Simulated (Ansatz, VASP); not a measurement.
As in VASP and in Ansatz

```
As
1.0
     1.87741    1.08392    3.70434
    -1.87741    1.08392    3.70434
     0.00000   -2.16785    3.70434
As
2
Direct
  0.22443 0.22443 0.22443
  0.77557 0.77557 0.77557
```

Alike in both runs: task single point; functional PBEsol; k mesh 12 × 12 × 12; occupations fermi-dirac, width 0.05 eV; non-collinear spin, spin-orbit coupling.

|  | VASP | Ansatz |
| --- | --- | --- |
| version | VASP 6.6.1 | Ansatz 0.2.0 |
| potentials or method | VASP PAW PBE potentials, release 64 (As), cutoff 500 eV | all-electron LAPW |

|  | VASP | Ansatz | Ansatz less VASP |
| --- | --- | --- | --- |
| pressure (GPa) | -1.0 | -1.4 | -0.38 |
| traceless stress, the component that is largest in VASP (GPa) | -0.72 | -0.62 | +0.106 |
| rms of the force components (eV/Å) | 0.137 | 0.096 | -0.0415 |

VASP's potentials were made for PBE, not for PBEsol. Atom by atom the forces differ by 0.041 eV/Å (rms over components). Ansatz ran all-electron here, and VASP with PAW potentials.
